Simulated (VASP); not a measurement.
# GaSb3: single point with PBE+D3(BJ)

Crystal: GaSb3.

```
Ga Sb
1.0
     0.00000    4.09482    2.89504
     4.09482    0.00000    2.89504
     4.09482    4.09482    0.00000
Ga Sb
1 3
Direct
  0.00000 0.00000 0.00000
  0.25000 0.25000 0.25000
  0.75000 0.75000 0.75000
  0.50000 0.50000 0.50000
```

This cell differs from its parent crystal: ratio of the length along z to the lengths across it x 0.707, volume and fractional coordinates fixed.

| Property | Result |
| --- | --- |
| Program | VASP 6.6.1 |
| Task | single point |
| Functional | PBE |
| Dispersion | D3(BJ) |
| Potentials or basis | VASP PAW PBE potentials, release 64 (Ga_d, Sb) |
| Cutoff | 520 eV |
| k mesh | 12 × 12 × 12 |
| Occupations | gaussian, width 0.15 eV |
| Spin | no spin polarisation |
| Dipole correction | no |
| Further INCAR settings | ALGO = Normal; EDIFF = 1e-06; NBANDS = 22 |

| Item | Value |
| --- | --- |
| Pressure | 4.1 GPa |
| Band gap on the k mesh | zero (band 14 reaches 9.77 eV, above the bottom of band 15 at 6.37 eV) |
| Dispersion energy per atom | -0.482 eV |

Stress tensor (GPa, compression positive):
```
 0.52  0.00  0.00
 0.00  0.52  0.00
 0.00  0.00 11.13
```

Levels at points of the mesh, in eV from the Fermi level:
| k point | band 10 | band 11 | band 12 | band 13 | band 14 | band 15 | band 16 | band 17 | band 18 | band 19 |
| --- | --- | --- | --- | --- | --- | --- | --- | --- | --- | --- |
| (0.00, 0.00, 0.00) | -3.69 | -3.50 | -3.50 | -3.16 | -1.46 | -1.46 | -0.67 | -0.67 | 2.13 | 4.79 |
| (0.50, 0.00, 0.00) | -4.22 | -3.24 | -1.26 | -0.92 | -0.52 | -0.11 | 2.04 | 2.31 | 2.75 | 3.57 |
| (0.50, 0.50, 0.00) | -6.01 | -6.01 | -1.28 | -1.11 | 1.03 | 1.03 | 1.84 | 1.84 | 6.09 | 6.17 |
| (0.50, 0.00, 0.50) | -5.18 | -4.81 | -1.27 | -0.45 | -0.31 | -0.14 | 1.73 | 2.93 | 3.15 | 3.42 |

Wall time 3.2 min on 1 thread of Intel(R) Xeon(R) Platinum 8559C (Emerald Rapids), on a shared host, peak memory 0.49 GiB.

Caveat: spin-orbit coupling is left out, which moves the levels of the heavy elements; pairwise dispersion overbinds metals, which lowers pressure and volume.
